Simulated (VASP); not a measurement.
# GaN (P6_3mc) in VASP: a series of runs

GaN is run at these levels: r2SCAN; tasks: single point.

Program: VASP 6.6.1. These are calculated values, not measurements. Logs are shortened: lines on timing, memory, paths and dates and some standing lists are left out, and cuts for length are marked.

### 1 The cell of the first run

It takes space group P6_3mc (No. 186, hexagonal). The conventional cell has a = 3.227 Å, b = 3.227 Å, c = 5.044 Å, α = 90.00°, β = 90.00°, γ = 120.00°. Within 2.5 Å of Ga (site symmetry 3m) lie 4 N at 1.90 to 1.96 Å. Within 2.5 Å of N (site symmetry 3m) lie 4 Ga at 1.90 to 1.96 Å.

### 2 Single point, r2SCAN

POSCAR reads:

```
GaN
1.0
    3.2267079403      0.0000000000      0.0000000000
   -1.6133539702      2.7944110469      0.0000000000
    0.0000000000      0.0000000000      5.0444287091
Ga N
2 2
Direct
    0.3333333333      0.6666666667      0.9991101048
    0.6666666667      0.3333333333      0.4991101048
    0.3333333333      0.6666666667      0.3758898952
    0.6666666667      0.3333333333      0.8758898952
```

INCAR.step1 reads:

```
SYSTEM = GaN
PREC = Accurate
ENCUT = 520
ISMEAR = 0
SIGMA = 0.05
LREAL = .FALSE.
LASPH = .TRUE.
NELM = 100
NBANDS = 26
GGA = PE
ALGO = Normal
EDIFF = 1E-4
LWAVE = .TRUE.
LCHARG = .FALSE.
```

INCAR.step2 reads:

```
SYSTEM = GaN
PREC = Accurate
ENCUT = 520
EDIFF = 1E-6
ISMEAR = 0
SIGMA = 0.05
LREAL = .FALSE.
LASPH = .TRUE.
NELM = 100
ALGO = Normal
ISIF = 2
LWAVE = .FALSE.
LCHARG = .TRUE.
METAGGA = R2SCAN
LMIXTAU = .TRUE.
LELF = .TRUE.
LVHAR = .TRUE.
NBANDS = 26
ISTART = 1
```

KPOINTS reads:

```
Automatic mesh
0
G
  12 12 6
  0 0 0
```

Potentials or basis: VASP PAW PBE potentials, release 64 (Ga_d, N).

Run with:

```bash
$ cat potpaw_PBE.64/Ga_d/POTCAR potpaw_PBE.64/N/POTCAR > POTCAR
$ cp INCAR.step1 INCAR
$ mpirun -np 1 vasp_std > vasp.out
$ cp INCAR.step2 INCAR
$ mpirun -np 1 vasp_std > vasp.out
```

OUTCAR:

```text
SYSTEM = GaN
   PREC = Accurate
   ENCUT = 520
   EDIFF = 1E-6
   ISMEAR = 0
   LREAL = .FALSE.
   LASPH = .TRUE.
   NELM = 100
   ISIF = 2
   METAGGA = R2SCAN
   ISTART = 1

 ion  position               nearest neighbor table
   1  0.333  0.667  0.999-   3 1.90   4 1.96   4 1.96   4 1.96
   2  0.667  0.333  0.499-   4 1.90   3 1.96   3 1.96   3 1.96
   3  0.333  0.667  0.376-   1 1.90   2 1.96   2 1.96   2 1.96
   4  0.667  0.333  0.876-   2 1.90   1 1.96   1 1.96   1 1.96

  LATTYP: Found a hexagonal cell.
 ALAT       =     3.2267079403
 C/A-ratio  =     1.5633360076

  Lattice vectors:

 A1 = (   3.2267079403,   0.0000000000,   0.0000000000)
 A2 = (  -1.6133539702,   2.7944110469,   0.0000000000)
 A3 = (   0.0000000000,   0.0000000000,   5.0444287091)

Analysis of symmetry for initial positions (statically):
=====================================================================
 Subroutine PRICEL returns:
 Original cell was already a primitive cell.

 Routine SETGRP: Setting up the symmetry group for a
 hexagonal supercell.

 Subroutine GETGRP returns: Found 12 space group operations
 (whereof  6 operations were pure point group operations)
 out of a pool of 24 trial point group operations.

The static configuration has the point symmetry C_3v.
 The point group associated with its full space group is C_6v.

Analysis of symmetry for dynamics (positions and initial velocities):
=====================================================================
 Subroutine PRICEL returns:
 Original cell was already a primitive cell.

 Routine SETGRP: Setting up the symmetry group for a
 hexagonal supercell.

 Subroutine GETGRP returns: Found 12 space group operations
 (whereof  6 operations were pure point group operations)
 out of a pool of 24 trial point group operations.

The dynamic configuration has the point symmetry C_3v.
 The point group associated with its full space group is C_6v.

 Subroutine INISYM returns: Found 12 space group operations
 (whereof  6 operations are pure point group operations),
 and found     1 'primitive' translations

----------------------------------------------------------------------------------------

                                     Primitive cell

  volume of cell :      45.4843

  direct lattice vectors                    reciprocal lattice vectors
     3.226707940  0.000000000  0.000000000     0.309913391  0.178928580  0.000000000
    -1.613353970  2.794411047  0.000000000     0.000000000  0.357857160  0.000000000
     0.000000000  0.000000000  5.044428709     0.000000000  0.000000000  0.198238504

  length of vectors
     3.226707940  3.226707940  5.044428709     0.357857160  0.357857160  0.198238504

  position of ions in fractional coordinates (direct lattice)
     0.333333333  0.666666667  0.999110105
     0.666666667  0.333333333  0.499110105
     0.333333333  0.666666667  0.375889895
     0.666666667  0.333333333  0.875889895

  ion indices of the primitive-cell ions
   primitive index   ion index
                 1           1
                 2           2
                 3           3
                 4           4

----------------------------------------------------------------------------------------

 KPOINTS: Automatic mesh

Automatic generation of k-mesh.
 Grid dimensions read from file:
 generate k-points for:   12   12    6

 Generating k-lattice:

  Cartesian coordinates                     Fractional coordinates (reciprocal lattice)
     0.025826116  0.014910715  0.000000000     0.083333333  0.000000000  0.000000000
     0.000000000  0.029821430  0.000000000     0.000000000  0.083333333  0.000000000
     0.000000000  0.000000000  0.033039751     0.000000000  0.000000000  0.166666667

  Length of vectors
     0.029821430  0.029821430  0.033039751

  Shift w.r.t. Gamma in fractional coordinates (k-lattice)
     0.000000000  0.000000000  0.000000000

 Subroutine IBZKPT returns following result:
 ===========================================

 Found     76 irreducible k-points:

 Following reciprocal coordinates:
            Coordinates               Weight
  0.000000  0.000000  0.000000      1.000000
  0.083333 -0.000000  0.000000      6.000000
  0.166667  0.000000  0.000000      6.000000
  0.250000  0.000000  0.000000      6.000000
  0.333333 -0.000000  0.000000      6.000000
  0.416667 -0.000000  0.000000      6.000000
[... 16 lines left out ...]
  0.250000  0.000000  0.166667     12.000000
  0.333333 -0.000000  0.166667     12.000000
 [... further k-points ...]
   k-points           NKPTS =     76   k-points in BZ     NKDIM =     76   number of bands    NBANDS=     26
   number of dos      NEDOS =    301   number of ions     NIONS =      4
   total plane-waves  NPLWV =  23040
   dimension x,y,z NGX =    24 NGY =   24 NGZ =   40
   dimension x,y,z NGXF=    48 NGYF=   48 NGZF=   80
   ions per type =               2   2
   NGX,Y,Z   is equivalent  to a cutoff of  12.37, 12.37, 13.18 a.u.
[... 65 lines left out ...]
 Fermi energy:         5.4336032060

 k-point     1 :       0.0000    0.0000    0.0000
  band No.  band energies     occupation
      1     -11.7199      2.00000
      2     -10.6719      2.00000
      3      -8.7271      2.00000
      4      -8.7021      2.00000
      5      -8.7021      2.00000
      6      -8.6235      2.00000
[... 18 lines left out ...]
     25      17.3959      0.00000
     26      17.4054      0.00000

 k-point     2 :       0.0833   -0.0000    0.0000
  band No.  band energies     occupation
      1     -11.6537      2.00000
      2     -10.6555      2.00000
      3      -8.7173      2.00000
      4      -8.6930      2.00000
      5      -8.6826      2.00000
      6      -8.6160      2.00000
[... 18 lines left out ...]
     25      17.5173      0.00000
     26      17.5646      0.00000

 k-point     3 :       0.1667    0.0000    0.0000
  band No.  band energies     occupation
      1     -11.4713      2.00000
      2     -10.6146      2.00000
      3      -8.6913      2.00000
      4      -8.6711      2.00000
      5      -8.6260      2.00000
      6      -8.5790      2.00000
[... 18 lines left out ...]
     25      17.6008      0.00000
     26      17.9600      0.00000

 k-point     4 :       0.2500    0.0000    0.0000
  band No.  band energies     occupation
      1     -11.2220      2.00000
      2     -10.5680      2.00000
      3      -8.6643      2.00000
      4      -8.6493      2.00000
      5      -8.5805      2.00000
      6      -8.5246      2.00000
[... 18 lines left out ...]
     25      17.3302      0.00000
     26      18.4728      0.00000

 k-point     5 :       0.3333   -0.0000    0.0000
  band No.  band energies     occupation
      1     -10.9793      2.00000
      2     -10.5336      2.00000
      3      -8.6482      2.00000
      4      -8.6378      2.00000
      5      -8.5512      2.00000
      6      -8.4781      2.00000
[... 18 lines left out ...]
     25      17.3622      0.00000
     26      19.1703      0.00000

 k-point     6 :       0.4167   -0.0000    0.0000
  band No.  band energies     occupation
      1     -10.8100      2.00000
      2     -10.5187      2.00000
      3      -8.6448      2.00000
      4      -8.6351      2.00000
      5      -8.5366      2.00000
      6      -8.4705      2.00000
[... 427 lines left out ...]
 k-point    21 :       0.0833   -0.0000    0.1667
  band No.  band energies     occupation
      1     -11.5667      2.00000
      2     -10.6906      2.00000
      3      -8.7062      2.00000
      4      -8.6910      2.00000
      5      -8.6726      2.00000
      6      -8.6244      2.00000
[... 18 lines left out ...]
     25      16.9721      0.00000
     26      17.2604      0.00000

 k-point    22 :       0.1667    0.0000    0.1667
  band No.  band energies     occupation
      1     -11.3921      2.00000
      2     -10.6418      2.00000
      3      -8.6881      2.00000
      4      -8.6672      2.00000
      5      -8.6238      2.00000
      6      -8.5830      2.00000
[... 18 lines left out ...]
     25      16.9694      0.00000
     26      17.7018      0.00000

 k-point    23 :       0.2500    0.0000    0.1667
  band No.  band energies     occupation
      1     -11.1556      2.00000
      2     -10.5851      2.00000
      3      -8.6663      2.00000
      4      -8.6420      2.00000
      5      -8.5915      2.00000
      6      -8.5337      2.00000
[... 18 lines left out ...]
     25      17.0610      0.00000
     26      18.2846      0.00000

 k-point    24 :       0.3333   -0.0000    0.1667
  band No.  band energies     occupation
      1     -10.9287      2.00000
      2     -10.5414      2.00000
      3      -8.6542      2.00000
      4      -8.6265      2.00000
      5      -8.5643      2.00000
      6      -8.4857      2.00000
[... 18 lines left out ...]
     25      17.2887      0.00000
     26      18.9747      0.00000

 [... further k-points ...]

------------------------ aborting loop because EDIFF is reached ----------------------------------------

  FORCE on cell =-STRESS in cart. coord.  units (eV):
  Direction    XX          YY          ZZ          XY          YZ          ZX
  --------------------------------------------------------------------------------------
  -------------------------------------------------------------------------------------
  Total       -1.1749921     -1.1749921      3.6114705      0.0000000      0.0000000      0.0000000
  in kB      -41.3888715    -41.3888715    127.2133580      0.0000000      0.0000000      0.0000000
  external PRESSURE =      14.8118717 kB  Pullay stress =       0.0000000 kB

 VOLUME and BASIS-vectors are now :
 -----------------------------------------------------------------------------
  energy-cutoff  :      520.00
  volume of cell :       45.48
      direct lattice vectors                 reciprocal lattice vectors
     3.226707940  0.000000000  0.000000000     0.309913391  0.178928580  0.000000000
    -1.613353970  2.794411047  0.000000000     0.000000000  0.357857160  0.000000000
     0.000000000  0.000000000  5.044428709     0.000000000  0.000000000  0.198238504

 POSITION                                       TOTAL-FORCE (eV/Angst)
 -----------------------------------------------------------------------------------
     -0.00000      1.86294      5.03994        -0.000000      0.000000     -0.516649
      1.61335      0.93147      2.51773         0.000000     -0.000000     -0.516649
     -0.00000      1.86294      1.89615        -0.000000      0.000000      0.516649
      1.61335      0.93147      4.41836         0.000000     -0.000000      0.516649
 -----------------------------------------------------------------------------------
    total drift:                                0.000002      0.000003      0.015234

  FREE ENERGIE OF THE ION-ELECTRON SYSTEM (eV)
  ---------------------------------------------------
  free  energy   TOTEN  =       -43.7573027208 eV

  energy  without entropy=      -43.7573027208  energy(sigma->0) =      -43.75730272
```

It took 7 min on 1 thread of Intel Xeon 8259CL, shared host; peak memory 0.22 GiB.

What came out:

```yaml
Free_energy: -43.7573 eV
Pressure: 1.5 GPa
Largest_force: 0.517 eV/Å
Band_gap_on_the_k_mesh: 2.34 eV
```

Forces on the atoms (eV/Å):
```
Ga   0.000  0.000 -0.517
Ga   0.000  0.000 -0.517
N    0.000  0.000  0.517
N    0.000  0.000  0.517
```

Caveat: the stress differs along the axes, from -4 to 13 GPa; the PAW data sets were made with another functional, which shifts forces and pressure a little.

### 3 Single point, r2SCAN

This run uses another cell than the first one, of the same volume but with other edges.

POSCAR reads:

```
GaN
1.0
    3.1317491565      0.0000000000      0.0000000000
   -1.5658745783      2.7121743278      0.0000000000
    0.0000000000      0.0000000000      5.3549739940
Ga N
2 2
Direct
    0.3333333333      0.6666666667      0.9991101048
    0.6666666667      0.3333333333      0.4991101048
    0.3333333333      0.6666666667      0.3758898952
    0.6666666667      0.3333333333      0.8758898952
```

INCAR.step1 reads:

```
SYSTEM = GaN
PREC = Accurate
ENCUT = 520
ISMEAR = 0
SIGMA = 0.05
LREAL = .False.
LASPH = .True.
NELM = 80
NBANDS = 26
GGA = PE
ALGO = Normal
EDIFF = 1E-4
LWAVE = .True.
LCHARG = .False.
```

INCAR.step2 reads:

```
SYSTEM = GaN
PREC = Accurate
ENCUT = 520
EDIFF = 1E-6
ISMEAR = 0
SIGMA = 0.05
LREAL = .False.
LASPH = .True.
NELM = 80
ALGO = Normal
ISIF = 2
LWAVE = .False.
LCHARG = .True.
METAGGA = R2SCAN
LMIXTAU = .True.
LELF = .True.
LVHAR = .True.
NBANDS = 26
ISTART = 1
```

KPOINTS reads:

```
Automatic mesh
0
Gamma
  12 12 6
  0 0 0
```

Potentials or basis: VASP PAW PBE potentials, release 64 (Ga_d, N).

Run with:

```bash
$ cat potpaw_PBE.64/Ga_d/POTCAR potpaw_PBE.64/N/POTCAR > POTCAR
$ cp INCAR.step1 INCAR
$ mpirun -np 1 vasp_std > vasp.out
$ cp INCAR.step2 INCAR
$ mpirun -np 1 vasp_std > vasp.out
```

Wall time 6.8 min (1 thread of Intel Xeon 8259CL, shared host); peak memory 0.22 GiB.

The run converged. Its results:

- Free energy: -43.7323 eV
- Pressure: 1.8 GPa
- Largest force: 0.412 eV/Å
- Band gap on the k mesh: 2.15 eV

Forces on the atoms (eV/Å):
```
Ga   0.000  0.000  0.412
Ga   0.000  0.000  0.412
N    0.000  0.000 -0.412
N    0.000  0.000 -0.412
```

Stress tensor (GPa, compression positive):
```
  8.10   0.00   0.00
  0.00   8.10   0.00
  0.00   0.00 -10.76
```

Levels at points of the mesh, in eV from the valence-band top:
| k point | band 16 | band 17 | band 18 | band 19 | band 20 | band 21 |
| --- | --- | --- | --- | --- | --- | --- |
| (0.00, 0.00, 0.00) | -0.23 | 0.00 | 0.00 | 2.15 | 5.22 | 9.55 |
| (0.50, 0.00, 0.00) | -2.70 | -2.27 | -1.15 | 5.85 | 6.01 | 6.15 |
| (0.00, 0.00, 0.50) | -0.46 | -0.46 | -0.46 | 4.86 | 4.86 | 8.89 |
| (0.50, 0.00, 0.50) | -2.16 | -1.98 | -1.98 | 4.70 | 4.70 | 8.27 |

Caveat: the stress differs along the axes, from -11 to 8 GPa; the PAW data sets were made with another functional, which shifts forces and pressure a little.

### 4 Single point, r2SCAN

This run uses another cell than the first one, of the same volume but with other edges.

POSCAR reads:

```
GaN
1.0
    3.4288888430      0.0000000000      0.0000000000
   -1.7144444215      2.9695048448      0.0000000000
    0.0000000000      0.0000000000      4.4670878286
Ga N
2 2
Direct
    0.3333333333      0.6666666667      0.9991101048
    0.6666666667      0.3333333333      0.4991101048
    0.3333333333      0.6666666667      0.3758898952
    0.6666666667      0.3333333333      0.8758898952
```

INCAR.step1 reads:

```
PREC = Accurate
ENCUT = 520
ISMEAR = 0
SIGMA = 0.05
LREAL = False
LASPH = True
NELM = 100
NBANDS = 26
GGA = PE
ALGO = Normal
EDIFF = 1E-4
LWAVE = True
LCHARG = False
```

INCAR.step2 reads:

```
PREC = Accurate
ENCUT = 520
EDIFF = 1E-6
ISMEAR = 0
SIGMA = 0.05
LREAL = False
LASPH = True
NELM = 100
ALGO = Normal
ISIF = 2
LWAVE = False
LCHARG = False
METAGGA = R2SCAN
LMIXTAU = True
NBANDS = 26
ISTART = 1
```

KPOINTS reads:

```
regular mesh
0
Gamma
  12 12 6
```

Run with:

```bash
$ cat potpaw_PBE.64/Ga_d/POTCAR potpaw_PBE.64/N/POTCAR > POTCAR
$ cp INCAR.step1 INCAR
$ mpirun -np 1 vasp_std > vasp.out
$ cp INCAR.step2 INCAR
$ mpirun -np 1 vasp_std > vasp.out
```

It took 9.7 min on 1 thread of Intel Xeon 8259CL, shared host; peak memory 0.22 GiB.

Results (log left out):

| Property | Result |
| --- | --- |
| Free energy | -41.6828 eV |
| Pressure | 17.0 GPa |
| Largest force | 5.628 eV/Å |
| Band gap on the k mesh | 2.24 eV |

Forces in eV/Å, atoms in the order of the input:
```
Ga   0.000  0.000 -5.628
Ga   0.000  0.000 -5.628
N    0.000  0.000  5.628
N    0.000  0.000  5.628
```

Stress tensor (GPa, compression positive):
```
-18.64   0.00   0.00
  0.00 -18.64   0.00
  0.00   0.00  88.26
```

Levels at points of the mesh, in eV from the valence-band top:
```
           k point  band 15  band 16  band 17  band 18  band 19  band 20  band 21  band 22
(0.00, 0.00, 0.00)    -2.13    -0.08    -0.08     0.00     2.24     2.89     8.94     8.94
(0.50, 0.00, 0.00)    -4.18    -3.71    -2.39    -0.48     4.13     6.12     7.97     8.95
(0.00, 0.00, 0.50)    -1.10    -1.10    -1.10    -1.10     4.29     4.29     9.36     9.36
(0.50, 0.00, 0.50)    -2.26    -2.26    -1.04    -1.04     5.04     5.04     9.05     9.05
```

Caveat: the stress differs along the axes, from -19 to 88 GPa; the PAW data sets were made with another functional, which shifts forces and pressure a little.

### 5 Summary

```tsv
cell	gap on the mesh (eV)	pressure (GPa)	largest force (eV/Å)
a = 3.227, b = 3.227, c = 5.044 Å, angles 90.0, 90.0, 120.0°, 4 atoms	2.34	1.5	0.52
a = 3.132, b = 3.132, c = 5.355 Å, angles 90.0, 90.0, 120.0°, 4 atoms	2.15	1.8	0.41
a = 3.429, b = 3.429, c = 4.467 Å, angles 90.0, 90.0, 120.0°, 4 atoms	2.24	17.0	5.63
```

Alike in all rows: task single point; level r2SCAN; potentials or basis VASP PAW PBE potentials, release 64 (Ga_d, N); no spin polarisation; k mesh 12 × 12 × 6; cutoff (eV) 520; smearing gaussian 0.05 eV.

Caveats: the PAW data sets were made with another functional, which shifts forces and pressure a little; the stress differs along the axes, from -4 to 13 GPa (at least some runs); the stress differs along the axes, from -11 to 8 GPa (at least some runs); the stress differs along the axes, from -19 to 88 GPa (at least some runs).

Total energies depend on the potentials used, so only differences within one code and one set of settings carry meaning.
